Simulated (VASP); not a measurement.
# KF (F-43m) in VASP: further runs

The runs below take KF through single point, with PBE, r2SCAN.

Program: VASP 6.6.1. These are calculated values, not measurements. Logs are shortened: lines on timing, memory, paths and dates and some standing lists are left out, and cuts for length are marked.

## Step 1: The cell of the first run

It takes space group F-43m (No. 216, cubic). Conventional cell: a = 5.753 Å, b = 5.753 Å, c = 5.753 Å, α = 90.00°, β = 90.00°, γ = 90.00°. Within 3.3 Å of K (site symmetry -43m) lie 4 F at 2.49 Å. F (site symmetry -43m) has 4 K at 2.49 Å within 3.3 Å.

## Step 2: Single point, PBE (strain -2.0%)

Contents of INCAR:

```
ALGO = Normal ; EDIFF = 1E-6
ENCUT = 520 ; GGA = PE
ISIF = 2 ; ISMEAR = -1
LASPH = True ; LCHARG = True
LELF = True ; LREAL = False
LVHAR = True ; LWAVE = False
NBANDS = 15 ; NELM = 100
PREC = Accurate ; SIGMA = 0.02
```

Contents of KPOINTS:

```
k-points
0
Gamma
  8 8 8
```

Contents of POSCAR:

```
KF
1.0
    0.0000000000      2.8766933804      2.8766933804
    2.8766933804      0.0000000000      2.8766933804
    2.8766933804      2.8766933804      0.0000000000
K F
1 1
Direct
    0.0000000000      0.0000000000      0.0000000000
    0.2500000000      0.2500000000      0.2500000000
```

Potentials or basis: VASP PAW PBE potentials, release 64 (K_sv, F).

The run is started by

```bash
> cat potpaw_PBE.64/K_sv/POTCAR potpaw_PBE.64/F/POTCAR > POTCAR
> mpirun -np 1 vasp_std > vasp.out
```

OUTCAR:

```text
EDIFF = 1E-6
   ENCUT = 520
   GGA = PE
   ISIF = 2
   ISMEAR = -1
   LASPH = True
   LREAL = False
   NELM = 100
   PREC = Accurate

 ion  position               nearest neighbor table
   1  0.000  0.000  0.000-   2 2.49   2 2.49   2 2.49   2 2.49
   2  0.250  0.250  0.250-   1 2.49   1 2.49   1 2.49   1 2.49

  LATTYP: Found a face centered cubic cell.
 ALAT       =     5.7533867608

  Lattice vectors:

 A1 = (   0.0000000000,   2.8766933804,   2.8766933804)
 A2 = (   2.8766933804,   0.0000000000,   2.8766933804)
 A3 = (   2.8766933804,   2.8766933804,   0.0000000000)

Analysis of symmetry for initial positions (statically):
=====================================================================
 Subroutine PRICEL returns:
 Original cell was already a primitive cell.

 Routine SETGRP: Setting up the symmetry group for a
 face centered cubic supercell.

 Subroutine GETGRP returns: Found 24 space group operations
 (whereof 24 operations were pure point group operations)
 out of a pool of 48 trial point group operations.

The static configuration has the point symmetry T_d .

Analysis of symmetry for dynamics (positions and initial velocities):
=====================================================================
 Subroutine PRICEL returns:
 Original cell was already a primitive cell.

 Routine SETGRP: Setting up the symmetry group for a
 face centered cubic supercell.

 Subroutine GETGRP returns: Found 24 space group operations
 (whereof 24 operations were pure point group operations)
 out of a pool of 48 trial point group operations.

The dynamic configuration has the point symmetry T_d .

 Subroutine INISYM returns: Found 24 space group operations
 (whereof 24 operations are pure point group operations),
 and found     1 'primitive' translations

----------------------------------------------------------------------------------------

                                     Primitive cell

  volume of cell :      47.6114

  direct lattice vectors                    reciprocal lattice vectors
     0.000000000  2.876693380  2.876693380    -0.173810669  0.173810669  0.173810669
     2.876693380  0.000000000  2.876693380     0.173810669 -0.173810669  0.173810669
     2.876693380  2.876693380  0.000000000     0.173810669  0.173810669 -0.173810669

  length of vectors
     4.068258793  4.068258793  4.068258793     0.301048909  0.301048909  0.301048909

  position of ions in fractional coordinates (direct lattice)
     0.000000000  0.000000000  0.000000000
     0.250000000  0.250000000  0.250000000

  ion indices of the primitive-cell ions
   primitive index   ion index
                 1           1
                 2           2

----------------------------------------------------------------------------------------

 KPOINTS: k-points

Automatic generation of k-mesh.
 Grid dimensions read from file:
 generate k-points for:    8    8    8

 Generating k-lattice:

  Cartesian coordinates                     Fractional coordinates (reciprocal lattice)
    -0.021726334  0.021726334  0.021726334     0.125000000  0.000000000  0.000000000
     0.021726334 -0.021726334  0.021726334     0.000000000  0.125000000  0.000000000
     0.021726334  0.021726334 -0.021726334     0.000000000  0.000000000  0.125000000

  Length of vectors
     0.037631114  0.037631114  0.037631114

  Shift w.r.t. Gamma in fractional coordinates (k-lattice)
     0.000000000  0.000000000  0.000000000

 Subroutine IBZKPT returns following result:
 ===========================================

 Found     29 irreducible k-points:

 Following reciprocal coordinates:
            Coordinates               Weight
  0.000000  0.000000  0.000000      1.000000
  0.125000  0.000000  0.000000      8.000000
  0.250000  0.000000  0.000000      8.000000
  0.375000  0.000000  0.000000      8.000000
  0.500000  0.000000  0.000000      4.000000
  0.125000  0.125000  0.000000      6.000000
[... 16 lines left out ...]
  0.500000  0.250000  0.125000     48.000000
 -0.375000  0.250000  0.125000     24.000000
 [... further k-points ...]
   k-points           NKPTS =     29   k-points in BZ     NKDIM =     29   number of bands    NBANDS=     15
   number of dos      NEDOS =    301   number of ions     NIONS =      2
   total plane-waves  NPLWV =  27000
   dimension x,y,z NGX =    30 NGY =   30 NGZ =   30
   dimension x,y,z NGXF=    60 NGYF=   60 NGZF=   60
   ions per type =               1   1
   NGX,Y,Z   is equivalent  to a cutoff of  12.26, 12.26, 12.26 a.u.
   NGXF,Y,Z  is equivalent  to a cutoff of  24.52, 24.52, 24.52 a.u.
 SYSTEM =  unknown system
   PREC   = accura    normal or accurate (medium, high low for compatibility)
   ISTART =      0    job   : 0-new  1-cont  2-samecut
   ICHARG =      2    charge: 1-file 2-atom 10-const
   ISPIN  =      1    spin polarized calculation?
   LNONCOLLINEAR =      F non collinear calculations
   LSORBIT =      F    spin-orbit coupling
   LASPH  =      T    aspherical Exc in radial PAW
   ENCUT  =  520.0 eV  38.22 Ry    6.18 a.u.   7.56  7.56  7.56*2*pi/ulx,y,z
   NELM   =    100;   NELMIN=  2; NELMDL= -5     # of ELM steps
   EDIFF  = 0.1E-05   stopping-criterion for ELM
   LREAL  =      F    real-space projection
   EDIFFG = 0.1E-04   stopping-criterion for IOM
   NSW    =      0    number of steps for IOM
   IBRION =     -1    ionic relax: 0-MD 1-quasi-New 2-CG
   NFREE  =      0    steps in history (QN), initial steepest desc. (CG)
   ISIF   =      2    stress and relaxation
   ISYM   =      2    0-nonsym 1-usesym 2-fastsym
   POTIM  = 0.5000    time-step for ionic-motion
   TEBEG  =    0.0;   TEEND  =   0.0 temperature during run
   PSTRESS=    0.0 pullay stress
   NELECT =      16.0000    total number of electrons
   NUPDOWN=      -1.0000    fix difference up-down
   EMIN   =  10.00;   EMAX   =-10.00  energy-range for DOS
   EFERMI =   0.00;   METHOD = LEGACY
   ISMEAR =    -1;   SIGMA  =   0.02  broadening in eV -4-tet -1-fermi 0-gaus
   EFERMI_NEDOS =   21; number of points for ismear=-14 and -15
   IALGO  =     38    algorithm
   IMIX   =      4    mixing-type and parameters
     AMIX     =   0.40;   BMIX     =  1.00
     AMIX_MAG =   1.60;   BMIX_MAG =  1.00
  volume/ion in A,a.u.               =      23.81       160.65
  Fermi-wavevector in a.u.,A,eV,Ry     =   1.138181  2.150850 17.625742  1.295456
  Thomas-Fermi vector in A             =   2.274885
   LORBIT       =      0    0 simple, 1 ext, 2 COOP (PROOUT), +10 PAW based schemes
   GGA     = PE    functional components
   LHFCALC =     F    Hartree Fock is set to
   AEXX    =    0.0000 exact exchange contribution
   IVDW    =     0    specifies the selected vdW correction
   LEPSILON=     F    determine dielectric tensor
   LRPA    =     F    only Hartree local field effects (RPA)
 non-spin polarized calculation
  energy-cutoff  :      520.00
  volume of cell :       47.61
 maximum number of plane-waves:      1303
   NGX = 15   NGY = 15   NGZ = 15

 number of electron      15.9999994 magnetization

 Free energy of the ion-electron system (eV)
  ---------------------------------------------------
  ext. energy  EPLUGINS =         0.00000000
  ---------------------------------------------------
  free energy    TOTEN  =        -8.08555898 eV

  energy without entropy =       -8.08555898  energy(sigma->0) =       -8.08555898

 E-fermi :  -3.0265     XC(G=0):  -7.2495

 val. band max:       -3.5244594854   @ k =  -0.2500   0.5000   0.2500
 cond. band min:       1.7991737667   @ k =   0.0000   0.0000   0.0000
 fundamental gap:      5.3236332521
 Fermi energy:        -3.0265134572

 k-point     1 :       0.0000    0.0000    0.0000
  band No.  band energies     occupation
      1     -29.5446      2.00000
      2     -22.0927      2.00000
      3     -12.9293      2.00000
      4     -12.9293      2.00000
      5     -12.9293      2.00000
      6      -3.7865      2.00000
      7      -3.7865      2.00000
      8      -3.7865      2.00000
      9       1.7992      0.00000
     10       8.4650      0.00000
     11       8.4650      0.00000
     12       8.6718      0.00000
     13       8.6718      0.00000
     14       8.6718      0.00000
     15      13.9114      0.00000

 k-point     2 :       0.1250    0.0000    0.0000
  band No.  band energies     occupation
      1     -29.5364      2.00000
      2     -22.1092      2.00000
      3     -12.9483      2.00000
      4     -12.9383      2.00000
      5     -12.9383      2.00000
      6      -3.8137      2.00000
      7      -3.7692      2.00000
      8      -3.7692      2.00000
      9       2.1290      0.00000
     10       8.1354      0.00000
     11       8.1354      0.00000
     12       8.3916      0.00000
     13       8.9935      0.00000
     14       8.9935      0.00000
     15      12.7177      0.00000

 k-point     3 :       0.2500    0.0000    0.0000
  band No.  band energies     occupation
      1     -29.5164      2.00000
      2     -22.1478      2.00000
      3     -12.9959      2.00000
      4     -12.9597      2.00000
      5     -12.9597      2.00000
      6      -3.8440      2.00000
      7      -3.7285      2.00000
      8      -3.7285      2.00000
      9       2.9679      0.00000
     10       7.6830      0.00000
     11       7.8157      0.00000
     12       7.8157      0.00000
     13       9.3503      0.00000
     14       9.3503      0.00000
     15      11.4756      0.00000

 k-point     4 :       0.3750    0.0000    0.0000
  band No.  band energies     occupation
      1     -29.4962      2.00000
      2     -22.1859      2.00000
      3     -13.0460      2.00000
      4     -12.9809      2.00000
      5     -12.9809      2.00000
      6      -3.8326      2.00000
      7      -3.6898      2.00000
      8      -3.6898      2.00000
      9       3.9999      0.00000
     10       6.7070      0.00000
     11       7.6412      0.00000
     12       7.6412      0.00000
     13       9.6470      0.00000
     14       9.6470      0.00000
     15      11.0375      0.00000
[... 307 lines left out ...]
 k-point    22 :       0.3750    0.2500    0.1250
  band No.  band energies     occupation
      1     -29.5014      2.00000
      2     -22.1761      2.00000
      3     -13.0610      2.00000
      4     -12.9946      2.00000
      5     -12.9252      2.00000
      6      -3.9044      2.00000
      7      -3.6780      2.00000
      8      -3.6652      2.00000
      9       3.5871      0.00000
     10       6.4549      0.00000
     11       8.1350      0.00000
     12       8.2168      0.00000
     13       9.3914      0.00000
     14       9.6943      0.00000
     15      11.8506      0.00000

 k-point    23 :       0.5000    0.2500    0.1250
  band No.  band energies     occupation
      1     -29.4852      2.00000
      2     -22.2064      2.00000
      3     -13.1274      2.00000
      4     -13.0163      2.00000
      5     -12.9105      2.00000
      6      -3.8592      2.00000
      7      -3.6784      2.00000
      8      -3.6248      2.00000
      9       4.3482      0.00000
     10       6.0596      0.00000
     11       7.7958      0.00000
     12       8.0846      0.00000
     13       9.6348      0.00000
     14      10.1614      0.00000
     15      11.2531      0.00000

 k-point    24 :      -0.3750    0.2500    0.1250
  band No.  band energies     occupation
      1     -29.4784      2.00000
      2     -22.2188      2.00000
      3     -13.1548      2.00000
      4     -13.0264      2.00000
      5     -12.9038      2.00000
      6      -3.8155      2.00000
      7      -3.6978      2.00000
      8      -3.6072      2.00000
      9       4.7510      0.00000
     10       5.7917      0.00000
     11       7.6888      0.00000
     12       8.1007      0.00000
     13       9.7627      0.00000
     14      10.3069      0.00000
     15      10.9537      0.00000

 [... further k-points ...]

------------------------ aborting loop because EDIFF is reached ----------------------------------------

  FORCE on cell =-STRESS in cart. coord.  units (eV):
  Direction    XX          YY          ZZ          XY          YZ          ZX
  --------------------------------------------------------------------------------------
  -------------------------------------------------------------------------------------
  Total        0.7949774      0.7949774      0.7949774      0.0000000      0.0000000     -0.0000000
  in kB       26.7519003     26.7519003     26.7519003      0.0000000      0.0000000     -0.0000000
  external PRESSURE =      26.7519003 kB  Pullay stress =       0.0000000 kB

 VOLUME and BASIS-vectors are now :
 -----------------------------------------------------------------------------
  energy-cutoff  :      520.00
  volume of cell :       47.61
      direct lattice vectors                 reciprocal lattice vectors
     0.000000000  2.876693380  2.876693380    -0.173810669  0.173810669  0.173810669
     2.876693380  0.000000000  2.876693380     0.173810669 -0.173810669  0.173810669
     2.876693380  2.876693380  0.000000000     0.173810669  0.173810669 -0.173810669

 POSITION                                       TOTAL-FORCE (eV/Angst)
 -----------------------------------------------------------------------------------
      0.00000      0.00000      0.00000         0.000000      0.000000      0.000000
      1.43835      1.43835      1.43835        -0.000000     -0.000000     -0.000000
 -----------------------------------------------------------------------------------
    total drift:                               -0.000000     -0.000000     -0.000000

  FREE ENERGIE OF THE ION-ELECTRON SYSTEM (eV)
  ---------------------------------------------------
  free  energy   TOTEN  =        -8.0855589802 eV

  energy  without entropy=       -8.0855589802  energy(sigma->0) =       -8.08555898
```

Run time: 22 s. Hardware: 1 thread of AMD EPYC 7R43 (Zen 3), shared host; peak memory 0.14 GiB.

What came out:

- Free energy: -8.0856 eV
- Pressure: 2.7 GPa
- Band gap on the k mesh: 5.32 eV, indirect (least direct gap 5.59 eV)

Levels at points of the mesh, in eV from the valence-band top:
| k point | band 5 | band 6 | band 7 | band 8 | band 9 | band 10 | band 11 | band 12 |
| --- | --- | --- | --- | --- | --- | --- | --- | --- |
| (0.00, 0.00, 0.00) | -9.40 | -0.26 | -0.26 | -0.26 | 5.32 | 11.99 | 11.99 | 12.20 |
| (0.50, 0.00, 0.00) | -9.47 | -0.29 | -0.15 | -0.15 | 8.21 | 9.53 | 11.12 | 11.12 |
| (0.50, 0.50, 0.00) | -9.42 | -0.52 | 0.00 | 0.00 | 8.42 | 8.53 | 12.79 | 13.22 |

Caveat: the cell differs from its parent crystal (strain -2.0%). A k mesh can miss the band edges.

(Part 1 of 2 ends here.)
